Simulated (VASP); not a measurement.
FeGe, 8 atoms in the cell. It takes space group P2_13 (No. 198, cubic). The conventional cell has a = 4.689 Å, b = 4.689 Å, c = 4.689 Å, α = 90.00°, β = 90.00°, γ = 90.00°. Within 3.1 Å of Ge (site symmetry 3) lie 7 Fe at 2.38 to 2.64 Å and 6 Ge at 2.90 Å. Within 3.1 Å of Fe (site symmetry 3) lie 7 Ge at 2.38 to 2.64 Å and 6 Fe at 2.87 Å. 

```yaml
Program: VASP 6.6.1
Task: single point
Functional: PBE
Potentials_or_basis: VASP PAW PBE potentials, release 64 (Ge_d, Fe)
Cutoff: 520 eV
k_mesh: 6 × 6 × 6
Occupations: fermi-dirac, width 0.05 eV
Spin: collinear spin, ferromagnetic start
Starting_moments: "[0.0, 0.0, 0.0, 0.0, 3.0, 3.0, 3.0, 3.0] μB"
Dipole_correction: no
Further_INCAR_settings: ALGO = Normal; EDIFF = 1e-06; NBANDS = 58
```

Potentials or basis: VASP PAW PBE potentials, release 64 (Ge_d, Fe).

The run is started by

```sh
$ cat potpaw_PBE.64/Ge_d/POTCAR potpaw_PBE.64/Fe/POTCAR > POTCAR
$ mpirun -np 1 vasp_std > vasp.out
```

Hardware: 1 thread of Intel(R) Xeon(R) Platinum 8375C CPU @ 2.90GHz (Ice Lake), with other jobs on the host.

Question: Estimate the wall time of this run.

Answer: Run time: 4.2 min on 1 thread of Intel(R) Xeon(R) Platinum 8375C CPU @ 2.90GHz (Ice Lake) (shared host), peak memory 0.37 GiB. Counts: scf iterations 15, k points 24.
